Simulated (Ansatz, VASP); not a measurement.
# B6As in VASP and in Ansatz

```xyz
14
Lattice="3.0661 1.7702 3.9652 -3.0661 1.7702 3.9652 0.0000 -3.5405 3.9652" Properties=species:S:1:pos:R:3 pbc="T T T"
B     0.0000   -1.0970    1.4082
B    -0.9500    0.5485    1.4082
B     1.6833   -0.9718    7.5982
B     0.0000    1.9437    7.5982
B    -1.6833   -0.9718    7.5982
B     1.6833    0.9718    4.2974
B    -1.6833    0.9718    4.2974
B     0.0000   -1.9437    4.2974
B     0.9500   -0.5485   10.4874
B     0.0000    1.0970   10.4874
B    -0.9500   -0.5485   10.4874
B     0.9500    0.5485    1.4082
As    0.0000    0.0000    7.1416
As    0.0000    0.0000    4.7540
```

Alike in both runs: functional r2SCAN; k mesh 6 × 6 × 6; occupations gaussian, width 0.02 eV; no spin polarisation.

Ansatz relaxed the structure, and its values are those at the end. VASP's run is a single point on that final structure, the one shown.

```csv
,VASP,Ansatz
version,VASP 6.6.1,Ansatz 0.2.0
potentials or method,"VASP PAW PBE potentials, release 64 (B, As), cutoff 520 eV","scalar-relativistic, plane waves, PAW"
valence electrons in the cell,46,66
```

```tsv
	VASP	Ansatz	Ansatz less VASP
gap on the k mesh at the Fermi level (eV)	2.88	2.88	-0.005
least direct gap on the mesh (eV)	2.98	2.97	-0.004
pressure (GPa)	0.3	0.0	-0.26
rms of the force components (eV/Å)	0.006	0.002	-0.0036
```

VASP's potentials were made for PBE, not for r2SCAN. With one functional, cell and mesh, what is left measures potentials, basis and numerics. VASP's potentials hold 46 valence electrons a cell and Ansatz's 66, so a difference there can come from the potentials and not from the codes.
